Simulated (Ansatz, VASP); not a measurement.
## F in VASP and in Ansatz

The input INCAR:

```
SYSTEM = F
PREC = Accurate
ENCUT = 520
EDIFF = 1E-7
ISMEAR = -1
SIGMA = 0.08
LREAL = .False.
LASPH = .True.
NELM = 60
ALGO = Normal
ISIF = 2
LWAVE = .False.
LCHARG = .False.
GGA = PE
NBANDS = 10
```

KPOINTS

```
regular mesh
0
Gamma
  18 18 18
  0 0 0
```

The input POSCAR:

```
F
1.0
   -1.1993987545      1.1993987545      1.1993987545
    1.1993987545     -1.1993987545      1.1993987545
    1.1993987545      1.1993987545     -1.1993987545
F
1
Direct
    0.0000000000      0.0000000000      0.0000000000
```

Input for Ansatz:

```yaml
crystal:
  lattice:
    - [-1.1993987545, 1.1993987545, 1.1993987545]
    - [1.1993987545, -1.1993987545, 1.1993987545]
    - [1.1993987545, 1.1993987545, -1.1993987545]
  atoms:
    - { symbol: F, position: [0.0, 0.0, 0.0] }
kpoints:
  mp_grid: { grid: [18, 18, 18] }
  band_path:
    path:
      - [0.0, 0.0, 0.0]
      - [0.5, -0.5, 0.5]
      - [0.0, 0.0, 0.5]
      - [0.0, 0.0, 0.0]
      - [0.25, 0.25, 0.25]
      - [0.5, -0.5, 0.5]
      - [0.25, 0.25, 0.25]
      - [0.0, 0.0, 0.5]
    npoints: 8
scf:
  occupations: { method: fermi_dirac, width: 0.08 }
hamiltonian:
  xc: pbe
  pseudopotentials: { kind: all_electron, lapw: { basis_error: 0.001 } }
output:
  forces: true
  stress: true
  eigenvalues: true
  populations: true
  dos: { projected: true, de: 0.2, e_range: [-14, 8] }
```

Change from the starting cell: volume scaled by 0.68, LAPW.

Alike in both runs: task single point; functional PBE; k mesh 18 × 18 × 18; occupations fermi-dirac, width 0.08 eV; no spin polarisation.

|  | VASP | Ansatz |
| --- | --- | --- |
| version | VASP 6.6.1 | Ansatz 0.2.0 |
| potentials or method | VASP PAW PBE potentials, release 64 (F), cutoff 520 eV | all-electron LAPW, scalar-relativistic |

```csv
,VASP,Ansatz,Ansatz less VASP
pressure (GPa),54.8,55.9,+1.07
```

Both programs put the cell under a high pressure, so it lies far from rest at this level. Ansatz ran all-electron here, and VASP with PAW potentials.
